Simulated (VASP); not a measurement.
A run of VASP 6.6.1:

Contents of INCAR:

```
PREC = Accurate
ENCUT = 520
EDIFF = 1E-6
ISMEAR = 1
SIGMA = 0.1
LREAL = F
LASPH = T
NELM = 60
ALGO = Normal
ISIF = 2
LWAVE = F
LCHARG = F
NBANDS = 18
```

The input KPOINTS:

```
regular mesh
0
Gamma
  8 8 8
```

File POSCAR:

```
Cu
1.0
    1.2184636900     -3.9763780100      0.0000000000
    1.2184636900      3.9763780100      0.0000000000
    0.0000000000      0.0000000000      2.4754955200
Cu
2
Direct
    0.1338666500      0.8661333500      0.2500000000
    0.8661333500      0.1338666500      0.7500000000
```

Potentials or basis: VASP PAW LDA potentials, release 64 (Cu).

Command:

```bash
$ cat potpaw_LDA.64/Cu/POTCAR > POTCAR
$ mpirun -np 1 vasp_std > vasp.out
```

Hardware: 1 thread of Intel(R) Xeon(R) Platinum 8488C (Sapphire Rapids), on a shared host.

Question: Estimate the wall time of this run.

Answer: Run time: 19 s on 1 thread of Intel(R) Xeon(R) Platinum 8488C (Sapphire Rapids), with other jobs on the host, peak memory 0.15 GiB. Counts: scf iterations 12, k points 105.
